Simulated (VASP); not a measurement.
# PbSe (Fm-3m) in VASP: a series of runs

PbSe is run at these levels: PBE-based screened hybrid with 25 % exact exchange, RPBE+D4; tasks: single point.

Everything below comes from runs of VASP 6.6.1. Logs are shortened: lines on timing, memory, paths and dates and some standing lists are left out, and cuts for length are marked.

**1. The cell of the first run**

It takes space group Fm-3m (No. 225, cubic). Conventional cell: a = 5.996 Å, b = 5.996 Å, c = 5.996 Å, α = 90.00°, β = 90.00°, γ = 90.00°. Within 3.9 Å of Pb (site symmetry m-3m) lie 6 Se at 3.00 Å. Se (site symmetry m-3m) has 6 Pb at 3.00 Å within 3.9 Å.

**2. Single point, PBE-based screened hybrid with 25 % exact exchange**

The input, POSCAR:

```
PbSe
1.0
    0.0000000000      2.9981702236      2.9981702236
    2.9981702236      0.0000000000      2.9981702236
    2.9981702236      2.9981702236      0.0000000000
Pb Se
1 1
Direct
    0.0000000000      0.0000000000      0.0000000000
    0.5000000000      0.5000000000      0.5000000000
```

The input, INCAR.step1:

```
SYSTEM = PbSe
  ALGO = Normal
  EDIFF = 1E-5
  ENCUT = 520
  GGA = PE
  ISIF = 2
  ISMEAR = -1
  LASPH = .TRUE.
  LREAL = .FALSE.
  LWAVE = .TRUE.
  NBANDS = 17
  NELM = 80
  PREC = Accurate
  SIGMA = 0.05
```

The input, INCAR.step2:

```
SYSTEM = PbSe
  AEXX = 0.25
  ALGO = Normal
  EDIFF = 1E-6
  ENCUT = 520
  GGA = PE
  HFSCREEN = 0.3
  ISIF = 2
  ISMEAR = -1
  ISTART = 1
  LASPH = .TRUE.
  LCHARG = .TRUE.
  LELF = .TRUE.
  LHFCALC = .TRUE.
  LREAL = .FALSE.
  LVHAR = .TRUE.
  LWAVE = .FALSE.
  NBANDS = 17
  NELM = 80
  PREC = Accurate
  PRECFOCK = Normal
  SIGMA = 0.05
```

The input, KPOINTS:

```
k-points
0
G
  4 4 4
  0 0 0
```

Potentials or basis: VASP PAW PBE potentials, release 64 (Pb_d, Se).

Started as:

```bash
$ cat potpaw_PBE.64/Pb_d/POTCAR potpaw_PBE.64/Se/POTCAR > POTCAR
$ cp INCAR.step1 INCAR
$ mpirun -np 1 vasp_std > vasp.out
$ cp INCAR.step2 INCAR
$ mpirun -np 1 vasp_std > vasp.out
```

OUTCAR:

```text
SYSTEM = PbSe
   AEXX = 0.25
   EDIFF = 1E-6
   ENCUT = 520
   GGA = PE
   HFSCREEN = 0.3
   ISIF = 2
   ISMEAR = -1
   ISTART = 1
   LASPH = .TRUE.
   LHFCALC = .TRUE.
   LREAL = .FALSE.
   NELM = 80
   PREC = Accurate
   PRECFOCK = Normal

 ion  position               nearest neighbor table
   1  0.000  0.000  0.000-   2 3.00   2 3.00   2 3.00   2 3.00   2 3.00   2 3.00
   2  0.500  0.500  0.500-   1 3.00   1 3.00   1 3.00   1 3.00   1 3.00   1 3.00

  LATTYP: Found a face centered cubic cell.
 ALAT       =     5.9963404472

  Lattice vectors:

 A1 = (   0.0000000000,   2.9981702236,   2.9981702236)
 A2 = (   2.9981702236,   0.0000000000,   2.9981702236)
 A3 = (   2.9981702236,   2.9981702236,   0.0000000000)

Analysis of symmetry for initial positions (statically):
=====================================================================
 Subroutine PRICEL returns:
 Original cell was already a primitive cell.

 Routine SETGRP: Setting up the symmetry group for a
 face centered cubic supercell.

 Subroutine GETGRP returns: Found 48 space group operations
 (whereof 48 operations were pure point group operations)
 out of a pool of 48 trial point group operations.

The static configuration has the point symmetry O_h .

Analysis of symmetry for dynamics (positions and initial velocities):
=====================================================================
 Subroutine PRICEL returns:
 Original cell was already a primitive cell.

 Routine SETGRP: Setting up the symmetry group for a
 face centered cubic supercell.

 Subroutine GETGRP returns: Found 48 space group operations
 (whereof 48 operations were pure point group operations)
 out of a pool of 48 trial point group operations.

The dynamic configuration has the point symmetry O_h .

 Subroutine INISYM returns: Found 48 space group operations
 (whereof 48 operations are pure point group operations),
 and found     1 'primitive' translations

----------------------------------------------------------------------------------------

                                     Primitive cell

  volume of cell :      53.9013

  direct lattice vectors                    reciprocal lattice vectors
     0.000000000  2.998170224  2.998170224    -0.166768383  0.166768383  0.166768383
     2.998170224  0.000000000  2.998170224     0.166768383 -0.166768383  0.166768383
     2.998170224  2.998170224  0.000000000     0.166768383  0.166768383 -0.166768383

  length of vectors
     4.240052993  4.240052993  4.240052993     0.288851312  0.288851312  0.288851312

  position of ions in fractional coordinates (direct lattice)
     0.000000000  0.000000000  0.000000000
     0.500000000  0.500000000  0.500000000

  ion indices of the primitive-cell ions
   primitive index   ion index
                 1           1
                 2           2

----------------------------------------------------------------------------------------

 KPOINTS: k-points

Automatic generation of k-mesh.
 Grid dimensions read from file:
 generate k-points for:    4    4    4

 Generating k-lattice:

  Cartesian coordinates                     Fractional coordinates (reciprocal lattice)
    -0.041692096  0.041692096  0.041692096     0.250000000  0.000000000  0.000000000
     0.041692096 -0.041692096  0.041692096     0.000000000  0.250000000  0.000000000
     0.041692096  0.041692096 -0.041692096     0.000000000  0.000000000  0.250000000

  Length of vectors
     0.072212828  0.072212828  0.072212828

  Shift w.r.t. Gamma in fractional coordinates (k-lattice)
     0.000000000  0.000000000  0.000000000

 Subroutine IBZKPT returns following result:
 ===========================================

 Found      8 irreducible k-points:

 Following reciprocal coordinates:
            Coordinates               Weight
  0.000000  0.000000  0.000000      1.000000
  0.250000  0.000000  0.000000      8.000000
  0.500000  0.000000  0.000000      4.000000
  0.250000  0.250000  0.000000      6.000000
  0.500000  0.250000  0.000000     24.000000
 -0.250000  0.250000  0.000000     12.000000
  0.500000  0.500000  0.000000      3.000000
 -0.250000  0.500000  0.250000      6.000000
   k-points           NKPTS =      8   k-points in BZ     NKDIM =     64   number of bands    NBANDS=     17
   number of dos      NEDOS =    301   number of ions     NIONS =      2
   total plane-waves  NPLWV =  32768
   dimension x,y,z NGX =    32 NGY =   32 NGZ =   32
   dimension x,y,z NGXF=    64 NGYF=   64 NGZF=   64
   ions per type =               1   1
   NGX,Y,Z   is equivalent  to a cutoff of  12.55, 12.55, 12.55 a.u.
   NGXF,Y,Z  is equivalent  to a cutoff of  25.09, 25.09, 25.09 a.u.
 SYSTEM =  PbSe
   PREC   = accura    normal or accurate (medium, high low for compatibility)
   ISTART =      1    job   : 0-new  1-cont  2-samecut
   ICHARG =      0    charge: 1-file 2-atom 10-const
   ISPIN  =      1    spin polarized calculation?
   LNONCOLLINEAR =      F non collinear calculations
   LSORBIT =      F    spin-orbit coupling
   LASPH  =      T    aspherical Exc in radial PAW
   ENCUT  =  520.0 eV  38.22 Ry    6.18 a.u.   7.88  7.88  7.88*2*pi/ulx,y,z
   NELM   =     80;   NELMIN=  2; NELMDL=  0     # of ELM steps
   EDIFF  = 0.1E-05   stopping-criterion for ELM
   LREAL  =      F    real-space projection
   EDIFFG = 0.1E-04   stopping-criterion for IOM
   NSW    =      0    number of steps for IOM
   IBRION =     -1    ionic relax: 0-MD 1-quasi-New 2-CG
   NFREE  =      0    steps in history (QN), initial steepest desc. (CG)
   ISIF   =      2    stress and relaxation
   ISYM   =      3    0-nonsym 1-usesym 2-fastsym
   POTIM  = 0.5000    time-step for ionic-motion
   TEBEG  =    0.0;   TEEND  =   0.0 temperature during run
   PSTRESS=    0.0 pullay stress
   NELECT =      20.0000    total number of electrons
   NUPDOWN=      -1.0000    fix difference up-down
   EMIN   =  10.00;   EMAX   =-10.00  energy-range for DOS
   EFERMI =   0.00;   METHOD = LEGACY
   ISMEAR =    -1;   SIGMA  =   0.05  broadening in eV -4-tet -1-fermi 0-gaus
   EFERMI_NEDOS =   21; number of points for ismear=-14 and -15
   IALGO  =     38    algorithm
   IMIX   =      1    mixing-type and parameters
     AMIX     =   0.40;   BMIX     =  1.00
     AMIX_MAG =   1.60;   BMIX_MAG =  1.00
  volume/ion in A,a.u.               =      26.95       181.87
  Fermi-wavevector in a.u.,A,eV,Ry     =   1.176391  2.223058 18.829061  1.383897
  Thomas-Fermi vector in A             =   2.312756
   LORBIT       =      0    0 simple, 1 ext, 2 COOP (PROOUT), +10 PAW based schemes
   GGA     = PE    functional components
   LHFCALC =     T    Hartree Fock is set to
   PRECFOCK=normal    Normal, Fast or Accurate (Low or Medium for compatibility)
   ENCUT4O =  -1.0   cutoff for four orbital integrals eV
   NKREDX  =     1    reduce k-point grid by
   NKREDY  =     1    reduce k-point grid by
   NKREDZ  =     1    reduce k-point grid by
   AEXX    =    0.2500 exact exchange contribution
   HFSCREEN=    0.3000 screening length (either q_TF or 0.3 A-1)
   HFSCREENC=   0.3000 screening length for correlation (either q_TF or 0.3 A-1)
   ENCUTFOCK=  -1.0 apply spherical cutoff to Coloumb kernel
   IVDW    =     0    specifies the selected vdW correction
   LEPSILON=     F    determine dielectric tensor
   LRPA    =     F    only Hartree local field effects (RPA)
 non-spin polarized calculation
  energy-cutoff  :      520.00
  volume of cell :       53.90
 maximum number of plane-waves:      1475
  NGX = 24; NGY = 24; NGZ = 24

 number of electron      20.0000001 magnetization

 Free energy of the ion-electron system (eV)
  ---------------------------------------------------
  ext. energy  EPLUGINS =         0.00000000
  ---------------------------------------------------
  free energy    TOTEN  =        -9.33285137 eV

  energy without entropy =       -9.33088741  energy(sigma->0) =       -9.33186939

 E-fermi :   5.9027     XC(G=0):  -8.3008

 val. band max:        5.7392669718   @ k =   0.5000   0.0000   0.0000
 cond. band min:       6.0661942089   @ k =   0.5000   0.0000   0.0000
 fundamental gap:      0.3269272371
 Fermi energy:         5.9027305906

 k-point     1 :       0.0000    0.0000    0.0000
  band No.  band energies     occupation
      1     -12.9774      2.00000
      2     -12.9774      2.00000
      3     -12.9656      2.00000
      4     -12.9656      2.00000
      5     -12.9656      2.00000
      6      -9.8574      2.00000
      7      -0.8153      2.00000
      8       3.1847      2.00000
      9       3.1847      2.00000
     10       3.1847      2.00000
     11      11.0887      0.00000
     12      11.0887      0.00000
     13      11.0887      0.00000
     14      12.4927      0.00000
     15      12.4927      0.00000
     16      12.4927      0.00000
     17      14.1278      0.00000

 k-point     2 :       0.2500    0.0000    0.0000
  band No.  band energies     occupation
      1     -12.9943      2.00000
      2     -12.9943      2.00000
      3     -12.9643      2.00000
      4     -12.9463      2.00000
      5     -12.9463      2.00000
      6      -9.3143      2.00000
      7      -2.6273      2.00000
      8       3.3697      2.00000
      9       3.3697      2.00000
     10       4.4426      2.00000
     11       8.1520      0.00000
     12       8.9159      0.00000
     13       8.9159      0.00000
     14      12.5740      0.00000
     15      13.8327      0.00000
     16      13.8327      0.00000
     17      17.7752      0.00000

 k-point     3 :       0.5000    0.0000    0.0000
  band No.  band energies     occupation
      1     -13.0126      2.00000
      2     -13.0126      2.00000
      3     -12.9640      2.00000
      4     -12.9256      2.00000
      5     -12.9256      2.00000
      6      -8.5300      2.00000
      7      -4.2586      2.00000
      8       3.6459      2.00000
      9       3.6459      2.00000
     10       5.7393      1.92672
     11       6.0662      0.07328
     12       7.5238      0.00000
     13       7.5238      0.00000
     14      14.8741      0.00000
     15      16.4564      0.00000
     16      16.4564      0.00000
     17      16.6801      0.00000

 k-point     4 :       0.2500    0.2500    0.0000
  band No.  band energies     occupation
      1     -13.0508      2.00000
      2     -12.9772      2.00000
      3     -12.9655      2.00000
      4     -12.9383      2.00000
      5     -12.9383      2.00000
      6      -9.0985      2.00000
      7      -2.3240      2.00000
      8       2.3438      2.00000
      9       2.3438      2.00000
     10       3.6442      2.00000
     11       8.4672      0.00000
     12      10.3107      0.00000
     13      11.0811      0.00000
     14      11.0811      0.00000
     15      15.9668      0.00000
     16      15.9688      0.00000
     17      16.0242      0.00000

 k-point     5 :       0.5000    0.2500    0.0000
  band No.  band energies     occupation
      1     -13.0887      2.00000
      2     -12.9814      2.00000
      3     -12.9677      2.00000
      4     -12.9302      2.00000
      5     -12.9192      2.00000
      6      -8.2865      2.00000
      7      -3.4795      2.00000
      8       1.2456      2.00000
      9       2.3963      2.00000
     10       3.0815      2.00000
     11       8.9581      0.00000
     12       9.8218      0.00000
     13      10.7208      0.00000
     14      12.0137      0.00000
     15      16.5953      0.00000
     16      17.0467      0.00000
     17      17.8131      0.00000

 k-point     6 :      -0.2500    0.2500    0.0000
  band No.  band energies     occupation
      1     -13.0352      2.00000
      2     -13.0017      2.00000
      3     -12.9529      2.00000
      4     -12.9403      2.00000
      5     -12.9358      2.00000
      6      -8.5820      2.00000
      7      -3.4919      2.00000
      8       1.2882      2.00000
      9       3.4881      2.00000
     10       4.7467      2.00000
     11       7.3159      0.00000
     12       8.1019      0.00000
     13      10.5788      0.00000
     14      14.1848      0.00000
     15      14.4408      0.00000
     16      15.8991      0.00000
     17      16.8411      0.00000

 k-point     7 :       0.5000    0.5000    0.0000
  band No.  band energies     occupation
      1     -13.1680      2.00000
      2     -12.9889      2.00000
      3     -12.9535      2.00000
      4     -12.9088      2.00000
      5     -12.9088      2.00000
      6      -8.0042      2.00000
      7      -2.2879      2.00000
      8      -0.4237      2.00000
      9       1.6107      2.00000
     10       1.6107      2.00000
     11       9.3825      0.00000
     12      12.1636      0.00000
     13      12.1636      0.00000
     14      12.6499      0.00000
     15      17.8010      0.00000
     16      18.5630      0.00000
     17      19.1054      0.00000

 k-point     8 :      -0.2500    0.5000    0.2500
  band No.  band energies     occupation
      1     -13.1156      2.00000
      2     -12.9822      2.00000
      3     -12.9505      2.00000
      4     -12.9505      2.00000
      5     -12.9088      2.00000
      6      -7.9779      2.00000
      7      -3.1887      2.00000
      8       0.4555      2.00000
      9       0.4555      2.00000
     10       4.5904      2.00000
     11       7.8627      0.00000
     12      11.1176      0.00000
     13      11.1176      0.00000
     14      14.1792      0.00000
     15      14.1792      0.00000
     16      18.4859      0.00000
     17      19.1148      0.00000

------------------------ aborting loop because EDIFF is reached ----------------------------------------

  FORCE on cell =-STRESS in cart. coord.  units (eV):
  Direction    XX          YY          ZZ          XY          YZ          ZX
  --------------------------------------------------------------------------------------
  -------------------------------------------------------------------------------------
  Total        1.7724177      1.7724177      1.7724177      0.0000000      0.0000000     -0.0000000
  in kB       52.6838855     52.6838855     52.6838855      0.0000000      0.0000000     -0.0000000
  external PRESSURE =      52.6838855 kB  Pullay stress =       0.0000000 kB

 VOLUME and BASIS-vectors are now :
 -----------------------------------------------------------------------------
  energy-cutoff  :      520.00
  volume of cell :       53.90
      direct lattice vectors                 reciprocal lattice vectors
     0.000000000  2.998170224  2.998170224    -0.166768383  0.166768383  0.166768383
     2.998170224  0.000000000  2.998170224     0.166768383 -0.166768383  0.166768383
     2.998170224  2.998170224  0.000000000     0.166768383  0.166768383 -0.166768383

 POSITION                                       TOTAL-FORCE (eV/Angst)
 -----------------------------------------------------------------------------------
      0.00000      0.00000      0.00000         0.000000      0.000000     -0.000000
      2.99817      2.99817      2.99817         0.000000      0.000000      0.000000
 -----------------------------------------------------------------------------------
    total drift:                               -0.000001     -0.000001      0.000001

  FREE ENERGIE OF THE ION-ELECTRON SYSTEM (eV)
  ---------------------------------------------------
  free  energy   TOTEN  =        -9.3328513681 eV

  energy  without entropy=       -9.3308874129  energy(sigma->0) =       -9.33186939
```

Wall time 14 min (1 thread of Intel Xeon 8259CL, shared host); peak memory 0.29 GiB.

What came out:

```yaml
Free_energy: -9.3329 eV
Pressure: 5.3 GPa
Band_gap_on_the_k_mesh: 0.33 eV
```

Caveat: the k points lie up to 0.45 Å⁻¹ apart; the PAW data sets were made with another functional, which shifts forces and pressure a little; spin-orbit coupling is left out, which moves the levels of the heavy elements.

(Part 1 of 3 ends here.)
